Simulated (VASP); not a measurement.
# GaSb (F-43m) in VASP: notebook

GaSb is run at these levels: r2SCAN; tasks: single point.

Program: VASP 6.6.1. These are calculated values, not measurements. Logs are shortened: lines on timing, memory, paths and dates and some standing lists are left out, and cuts for length are marked.

**1. The cell of the first run**

Symmetry: F-43m, No. 216, cubic system. Conventional cell: a = 6.132 Å, b = 6.132 Å, c = 6.132 Å, α = 90.00°, β = 90.00°, γ = 90.00°. Within 3.5 Å of Ga (site symmetry -43m) lie 4 Sb at 2.66 Å. Within 3.5 Å of Sb (site symmetry -43m) lie 4 Ga at 2.66 Å.

**2. Single point, r2SCAN**

Input file POSCAR:

```
GaSb
1.0
    0.0000000000      3.0658788000      3.0658788000
    3.0658788000      0.0000000000      3.0658788000
    3.0658788000      3.0658788000      0.0000000000
Ga Sb
1 1
Direct
    0.0000000000      0.0000000000      0.0000000000
    0.2500000000      0.2500000000      0.2500000000
```

Input file INCAR.step1:

```
PREC = Accurate
ENCUT = 520
ISMEAR = -1
SIGMA = 0.02
LREAL = F
LASPH = T
NELM = 80
NBANDS = 16
GGA = PE
ALGO = Normal
EDIFF = 1E-4
LWAVE = T
LCHARG = F
```

Input file INCAR.step2:

```
PREC = Accurate
ENCUT = 520
EDIFF = 1E-6
ISMEAR = -1
SIGMA = 0.02
LREAL = F
LASPH = T
NELM = 80
ALGO = Normal
ISIF = 2
LWAVE = F
LCHARG = T
METAGGA = R2SCAN
LMIXTAU = T
LELF = T
LVHAR = T
NBANDS = 16
ISTART = 1
```

Input file KPOINTS:

```
regular mesh
0
Gamma
  6 6 6
```

Potentials or basis: VASP PAW PBE potentials, release 64 (Ga_d, Sb).

Started as:

```console
$ cat potpaw_PBE.64/Ga_d/POTCAR potpaw_PBE.64/Sb/POTCAR > POTCAR
$ cp INCAR.step1 INCAR
$ mpirun -np 1 vasp_std > vasp.out
$ cp INCAR.step2 INCAR
$ mpirun -np 1 vasp_std > vasp.out
```

OUTCAR:

```text
PREC = Accurate
   ENCUT = 520
   EDIFF = 1E-6
   ISMEAR = -1
   LREAL = F
   LASPH = T
   NELM = 80
   ISIF = 2
   METAGGA = R2SCAN
   ISTART = 1

 ion  position               nearest neighbor table
   1  0.000  0.000  0.000-   2 2.66   2 2.66   2 2.66   2 2.66
   2  0.250  0.250  0.250-   1 2.66   1 2.66   1 2.66   1 2.66

  LATTYP: Found a face centered cubic cell.
 ALAT       =     6.1317576000

  Lattice vectors:

 A1 = (   0.0000000000,   3.0658788000,   3.0658788000)
 A2 = (   3.0658788000,   0.0000000000,   3.0658788000)
 A3 = (   3.0658788000,   3.0658788000,   0.0000000000)

Analysis of symmetry for initial positions (statically):
=====================================================================
 Subroutine PRICEL returns:
 Original cell was already a primitive cell.

 Routine SETGRP: Setting up the symmetry group for a
 face centered cubic supercell.

 Subroutine GETGRP returns: Found 24 space group operations
 (whereof 24 operations were pure point group operations)
 out of a pool of 48 trial point group operations.

The static configuration has the point symmetry T_d .

Analysis of symmetry for dynamics (positions and initial velocities):
=====================================================================
 Subroutine PRICEL returns:
 Original cell was already a primitive cell.

 Routine SETGRP: Setting up the symmetry group for a
 face centered cubic supercell.

 Subroutine GETGRP returns: Found 24 space group operations
 (whereof 24 operations were pure point group operations)
 out of a pool of 48 trial point group operations.

The dynamic configuration has the point symmetry T_d .

 Subroutine INISYM returns: Found 24 space group operations
 (whereof 24 operations are pure point group operations),
 and found     1 'primitive' translations

----------------------------------------------------------------------------------------

                                     Primitive cell

  volume of cell :      57.6361

  direct lattice vectors                    reciprocal lattice vectors
     0.000000000  3.065878800  3.065878800    -0.163085377  0.163085377  0.163085377
     3.065878800  0.000000000  3.065878800     0.163085377 -0.163085377  0.163085377
     3.065878800  3.065878800  0.000000000     0.163085377  0.163085377 -0.163085377

  length of vectors
     4.335807380  4.335807380  4.335807380     0.282472159  0.282472159  0.282472159

  position of ions in fractional coordinates (direct lattice)
     0.000000000  0.000000000  0.000000000
     0.250000000  0.250000000  0.250000000

  ion indices of the primitive-cell ions
   primitive index   ion index
                 1           1
                 2           2

----------------------------------------------------------------------------------------

 KPOINTS: regular mesh

Automatic generation of k-mesh.
 Grid dimensions read from file:
 generate k-points for:    6    6    6

 Generating k-lattice:

  Cartesian coordinates                     Fractional coordinates (reciprocal lattice)
    -0.027180896  0.027180896  0.027180896     0.166666667  0.000000000  0.000000000
     0.027180896 -0.027180896  0.027180896     0.000000000  0.166666667  0.000000000
     0.027180896  0.027180896 -0.027180896     0.000000000  0.000000000  0.166666667

  Length of vectors
     0.047078693  0.047078693  0.047078693

  Shift w.r.t. Gamma in fractional coordinates (k-lattice)
     0.000000000  0.000000000  0.000000000

 Subroutine IBZKPT returns following result:
 ===========================================

 Found     16 irreducible k-points:

 Following reciprocal coordinates:
            Coordinates               Weight
  0.000000  0.000000  0.000000      1.000000
  0.166667  0.000000  0.000000      8.000000
  0.333333  0.000000  0.000000      8.000000
  0.500000  0.000000  0.000000      4.000000
  0.166667  0.166667  0.000000      6.000000
  0.333333  0.166667  0.000000     24.000000
[... 8 lines left out ...]
 -0.333333  0.333333  0.166667     24.000000
 -0.333333  0.500000  0.166667     12.000000
   k-points           NKPTS =     16   k-points in BZ     NKDIM =     16   number of bands    NBANDS=     16
   number of dos      NEDOS =    301   number of ions     NIONS =      2
   total plane-waves  NPLWV =  32768
   dimension x,y,z NGX =    32 NGY =   32 NGZ =   32
   dimension x,y,z NGXF=    64 NGYF=   64 NGZF=   64
   ions per type =               1   1
   NGX,Y,Z   is equivalent  to a cutoff of  12.27, 12.27, 12.27 a.u.
   NGXF,Y,Z  is equivalent  to a cutoff of  24.54, 24.54, 24.54 a.u.
 SYSTEM =  unknown system
   PREC   = accura    normal or accurate (medium, high low for compatibility)
   ISTART =      1    job   : 0-new  1-cont  2-samecut
   ICHARG =      0    charge: 1-file 2-atom 10-const
   ISPIN  =      1    spin polarized calculation?
   LNONCOLLINEAR =      F non collinear calculations
   LSORBIT =      F    spin-orbit coupling
   LASPH  =      T    aspherical Exc in radial PAW
   ENCUT  =  520.0 eV  38.22 Ry    6.18 a.u.   8.06  8.06  8.06*2*pi/ulx,y,z
   NELM   =     80;   NELMIN=  2; NELMDL=  0     # of ELM steps
   EDIFF  = 0.1E-05   stopping-criterion for ELM
   LREAL  =      F    real-space projection
   EDIFFG = 0.1E-04   stopping-criterion for IOM
   NSW    =      0    number of steps for IOM
   IBRION =     -1    ionic relax: 0-MD 1-quasi-New 2-CG
   NFREE  =      0    steps in history (QN), initial steepest desc. (CG)
   ISIF   =      2    stress and relaxation
   ISYM   =      2    0-nonsym 1-usesym 2-fastsym
   POTIM  = 0.5000    time-step for ionic-motion
   TEBEG  =    0.0;   TEEND  =   0.0 temperature during run
   PSTRESS=    0.0 pullay stress
   NELECT =      18.0000    total number of electrons
   NUPDOWN=      -1.0000    fix difference up-down
   EMIN   =  10.00;   EMAX   =-10.00  energy-range for DOS
   EFERMI =   0.00;   METHOD = LEGACY
   ISMEAR =    -1;   SIGMA  =   0.02  broadening in eV -4-tet -1-fermi 0-gaus
   EFERMI_NEDOS =   21; number of points for ismear=-14 and -15
   IALGO  =     38    algorithm
   IMIX   =      4    mixing-type and parameters
     AMIX     =   0.40;   BMIX     =  1.00
     AMIX_MAG =   1.60;   BMIX_MAG =  1.00
  volume/ion in A,a.u.               =      28.82       194.47
  Fermi-wavevector in a.u.,A,eV,Ry     =   1.110710  2.098938 16.785191  1.233677
  Thomas-Fermi vector in A             =   2.247265
   LORBIT       =      0    0 simple, 1 ext, 2 COOP (PROOUT), +10 PAW based schemes
   METAGGA = R2SCAN    functional components
   LHFCALC =     F    Hartree Fock is set to
   AEXX    =    0.0000 exact exchange contribution
   IVDW    =     0    specifies the selected vdW correction
   LEPSILON=     F    determine dielectric tensor
   LRPA    =     F    only Hartree local field effects (RPA)
 non-spin polarized calculation
  energy-cutoff  :      520.00
  volume of cell :       57.64
 maximum number of plane-waves:      1572
   NGX = 17   NGY = 17   NGZ = 17

 number of electron      17.9999989 magnetization

 Free energy of the ion-electron system (eV)
  ---------------------------------------------------
  ext. energy  EPLUGINS =         0.00000000
  ---------------------------------------------------
  free energy    TOTEN  =       -37.57901180 eV

  energy without entropy =      -37.57901146  energy(sigma->0) =      -37.57901163

 E-fermi :   4.8314     XC(G=0):  -9.6868

 val. band max:        4.6215005705   @ k =   0.0000   0.0000   0.0000
 cond. band min:       5.0192919464   @ k =   0.0000   0.0000   0.0000
 fundamental gap:      0.3977913760
 Fermi energy:         4.8313765660

 k-point     1 :       0.0000    0.0000    0.0000
  band No.  band energies     occupation
      1     -10.8720      2.00000
      2     -10.8720      2.00000
      3     -10.8720      2.00000
      4     -10.8162      2.00000
      5     -10.8162      2.00000
      6      -7.2609      2.00000
[... 8 lines left out ...]
     15      13.6258      0.00000
     16      13.6258      0.00000

 k-point     2 :       0.1667    0.0000    0.0000
  band No.  band energies     occupation
      1     -10.8795      2.00000
      2     -10.8688      2.00000
      3     -10.8688      2.00000
      4     -10.8165      2.00000
      5     -10.8165      2.00000
      6      -6.9655      2.00000
[... 8 lines left out ...]
     15      12.6590      0.00000
     16      12.6590      0.00000

 k-point     3 :       0.3333    0.0000    0.0000
  band No.  band energies     occupation
      1     -10.8940      2.00000
      2     -10.8630      2.00000
      3     -10.8629      2.00000
      4     -10.8164      2.00000
      5     -10.8164      2.00000
      6      -6.1778      2.00000
[... 8 lines left out ...]
     15      13.1898      0.00000
     16      13.1899      0.00000

 k-point     4 :       0.5000    0.0000    0.0000
  band No.  band energies     occupation
      1     -10.9010      2.00000
      2     -10.8605      2.00000
      3     -10.8604      2.00000
      4     -10.8159      2.00000
      5     -10.8159      2.00000
      6      -5.5567      2.00000
[... 8 lines left out ...]
     15      15.0955      0.00000
     16      15.0956      0.00000

 k-point     5 :       0.1667    0.1667    0.0000
  band No.  band energies     occupation
      1     -10.8852      2.00000
      2     -10.8657      2.00000
      3     -10.8656      2.00000
      4     -10.8187      2.00000
      5     -10.8150      2.00000
      6      -6.8646      2.00000
[... 8 lines left out ...]
     15      12.7209      0.00000
     16      14.0020      0.00000

 k-point     6 :       0.3333    0.1667    0.0000
  band No.  band energies     occupation
      1     -10.8971      2.00000
      2     -10.8605      2.00000
      3     -10.8594      2.00000
      4     -10.8204      2.00000
      5     -10.8144      2.00000
      6      -6.2225      2.00000
[... 8 lines left out ...]
     15      13.8706      0.00000
     16      14.2803      0.00000

 k-point     7 :       0.5000    0.1667    0.0000
  band No.  band energies     occupation
      1     -10.9044      2.00000
      2     -10.8579      2.00000
      3     -10.8565      2.00000
      4     -10.8191      2.00000
      5     -10.8152      2.00000
      6      -5.4146      2.00000
[... 8 lines left out ...]
     15      15.0163      0.00000
     16      15.1252      0.00000

 k-point     8 :      -0.3333    0.1667    0.0000
  band No.  band energies     occupation
      1     -10.9013      2.00000
      2     -10.8590      2.00000
      3     -10.8586      2.00000
      4     -10.8173      2.00000
      5     -10.8168      2.00000
      6      -5.6529      2.00000
[... 8 lines left out ...]
     15      13.3670      0.00000
     16      14.9801      0.00000

 k-point     9 :      -0.1667    0.1667    0.0000
  band No.  band energies     occupation
      1     -10.8899      2.00000
      2     -10.8651      2.00000
      3     -10.8627      2.00000
      4     -10.8179      2.00000
      5     -10.8159      2.00000
      6      -6.4960      2.00000
[... 8 lines left out ...]
     15      13.5300      0.00000
     16      13.6202      0.00000

 k-point    10 :       0.3333    0.3333    0.0000
  band No.  band energies     occupation
      1     -10.9085      2.00000
      2     -10.8526      2.00000
      3     -10.8525      2.00000
      4     -10.8251      2.00000
      5     -10.8127      2.00000
      6      -5.7552      2.00000
[... 8 lines left out ...]
     15      15.1296      0.00000
     16      15.8423      0.00000

 k-point    11 :       0.5000    0.3333    0.0000
  band No.  band energies     occupation
      1     -10.9138      2.00000
      2     -10.8504      2.00000
      3     -10.8491      2.00000
      4     -10.8253      2.00000
      5     -10.8131      2.00000
      6      -5.0080      2.00000
[... 8 lines left out ...]
     15      15.4843      0.00000
     16      16.0404      0.00000

 k-point    12 :      -0.3333    0.3333    0.0000
  band No.  band energies     occupation
      1     -10.9096      2.00000
      2     -10.8539      2.00000
      3     -10.8520      2.00000
      4     -10.8211      2.00000
      5     -10.8158      2.00000
      6      -4.9440      2.00000
[... 8 lines left out ...]
     15      13.1691      0.00000
     16      17.2588      0.00000

 k-point    13 :       0.5000    0.5000    0.0000
  band No.  band energies     occupation
      1     -10.9192      2.00000
      2     -10.8458      2.00000
      3     -10.8458      2.00000
      4     -10.8286      2.00000
      5     -10.8116      2.00000
      6      -4.6769      2.00000
[... 8 lines left out ...]
     15      16.0563      0.00000
     16      16.4897      0.00000

 k-point    14 :       0.5000    0.3333    0.1667
  band No.  band energies     occupation
      1     -10.9061      2.00000
      2     -10.8564      2.00000
      3     -10.8535      2.00000
      4     -10.8218      2.00000
      5     -10.8146      2.00000
      6      -5.5011      2.00000
[... 8 lines left out ...]
     15      14.1712      0.00000
     16      16.2320      0.00000

 k-point    15 :      -0.3333    0.3333    0.1667
  band No.  band energies     occupation
      1     -10.9095      2.00000
      2     -10.8555      2.00000
      3     -10.8507      2.00000
      4     -10.8210      2.00000
      5     -10.8158      2.00000
      6      -4.9426      2.00000
[... 8 lines left out ...]
     15      15.6624      0.00000
     16      15.8757      0.00000

 k-point    16 :      -0.3333    0.5000    0.1667
  band No.  band energies     occupation
      1     -10.9143      2.00000
      2     -10.8518      2.00000
      3     -10.8471      2.00000
      4     -10.8244      2.00000
      5     -10.8142      2.00000
      6      -4.6425      2.00000
[... 8 lines left out ...]
     15      15.1631      0.00000
     16      16.5820      0.00000

------------------------ aborting loop because EDIFF is reached ----------------------------------------

  FORCE on cell =-STRESS in cart. coord.  units (eV):
  Direction    XX          YY          ZZ          XY          YZ          ZX
  --------------------------------------------------------------------------------------
  -------------------------------------------------------------------------------------
  Total        0.0297139      0.0297139      0.0297139      0.0000000      0.0000000      0.0000000
  in kB        0.8259922      0.8259922      0.8259922      0.0000000      0.0000000      0.0000000
  external PRESSURE =       0.8259922 kB  Pullay stress =       0.0000000 kB

 VOLUME and BASIS-vectors are now :
 -----------------------------------------------------------------------------
  energy-cutoff  :      520.00
  volume of cell :       57.64
      direct lattice vectors                 reciprocal lattice vectors
     0.000000000  3.065878800  3.065878800    -0.163085377  0.163085377  0.163085377
     3.065878800  0.000000000  3.065878800     0.163085377 -0.163085377  0.163085377
     3.065878800  3.065878800  0.000000000     0.163085377  0.163085377 -0.163085377

 POSITION                                       TOTAL-FORCE (eV/Angst)
 -----------------------------------------------------------------------------------
      0.00000      0.00000      0.00000         0.000000      0.000000      0.000000
      1.53294      1.53294      1.53294        -0.000000     -0.000000     -0.000000
 -----------------------------------------------------------------------------------
    total drift:                               -0.000002     -0.000002     -0.000002

  FREE ENERGIE OF THE ION-ELECTRON SYSTEM (eV)
  ---------------------------------------------------
  free  energy   TOTEN  =       -37.5790117975 eV

  energy  without entropy=      -37.5790114608  energy(sigma->0) =      -37.57901163
```

Wall time 30 s (1 thread of AMD EPYC 9R45 (Zen 5), shared host); peak memory 0.16 GiB.

What came out:

| Property | Result |
| --- | --- |
| Free energy | -37.5790 eV |
| Pressure | 0.1 GPa |
| Band gap on the k mesh | 0.40 eV, direct |

Caveat: the PAW data sets were made with another functional, which shifts forces and pressure a little; spin-orbit coupling is left out, which moves the levels of the heavy elements. A k mesh can miss the band edges.

[end of part 1 of 2]
